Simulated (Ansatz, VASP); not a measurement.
ZnO: VASP beside Ansatz

The input INCAR:

```
SYSTEM = ZnO
ALGO = Normal
EDIFF = 1E-6
ENCUT = 520
GGA = PE
ISIF = 2
ISMEAR = -1
LASPH = .True.
LCHARG = .False.
LREAL = .False.
LWAVE = .False.
NBANDS = 26
NELM = 100
PREC = Accurate
SIGMA = 0.02
```

The input KPOINTS:

```
k-points
0
Gamma
  12 12 6
  0 0 0
```

Contents of POSCAR:

```
ZnO
1.0
    3.3888595327      0.0000000000      0.0000000000
   -1.6944297663      2.9588047637      0.0000000000
    0.0000000000      0.0000000000      4.4775676808
Zn O
2 2
Direct
    0.3339543485      0.6679086970      0.2500000000
    0.6660456515      0.3320913030      0.7500000000
    0.6658846635      0.3317693270      0.2500000000
    0.3341153365      0.6682306730      0.7500000000
```

Input for Ansatz:

```yaml
crystal:
  lattice:
    - [3.3888595327, 0.0, 0.0]
    - [-1.6944297663, 2.9588047637, 0.0]
    - [0.0, 0.0, 4.4775676808]
  atoms:
    - { symbol: Zn, position: [0.3339543485, 0.667908697, 0.25] }
    - { symbol: Zn, position: [0.6660456515, 0.332091303, 0.75] }
    - { symbol: O, position: [0.6658846635, 0.331769327, 0.25] }
    - { symbol: O, position: [0.3341153365, 0.668230673, 0.75] }
kpoints:
  mp_grid: { grid: [12, 12, 6] }
  band_path:
    path:
      - [0.0, 0.0, 0.0]
      - [0.5, 0.0, 0.0]
      - [0.3333333333, 0.3333333333, 0.0]
      - [0.0, 0.0, 0.5]
      - [0.5, 0.0, 0.5]
      - [0.3333333333, 0.3333333333, 0.5]
      - [0.328125, 0.333333, -0.5]
    npoints: 1
hamiltonian:
  xc: pbe
scf:
  occupations: { method: fermi_dirac, width: 0.02 }
  n_extra_bands: 5
output:
  forces: true
  stress: true
  eigenvalues: true
  write_density: true
  write_potential: true
  elf: true
  volumetric_format: npy
```

Change from the starting cell: uniaxial_x strain -0.8%.

Alike in both runs: task single point; functional PBE; k mesh 12 × 12 × 6; occupations fermi-dirac, width 0.02 eV; no spin polarisation.

|  | VASP | Ansatz |
| --- | --- | --- |
| version | VASP 6.6.1 | Ansatz 0.2.0 |
| potentials or method | VASP PAW PBE potentials, release 64 (Zn, O) | plane waves, PAW |
| plane-wave cutoff (eV) | 520 | 420 |
| valence electrons in the cell | 36 | 36 |

```tsv
	VASP	Ansatz	Ansatz less VASP
gap on the k mesh at the Fermi level (eV)	1.04	1.06	+0.021
pressure (GPa)	9.2	7.9	-1.23
traceless stress, the component that is largest in VASP (GPa)	-0.98	-0.48	+0.498
```

The functional is the same, so the differences come from potentials, cutoffs and numerics.
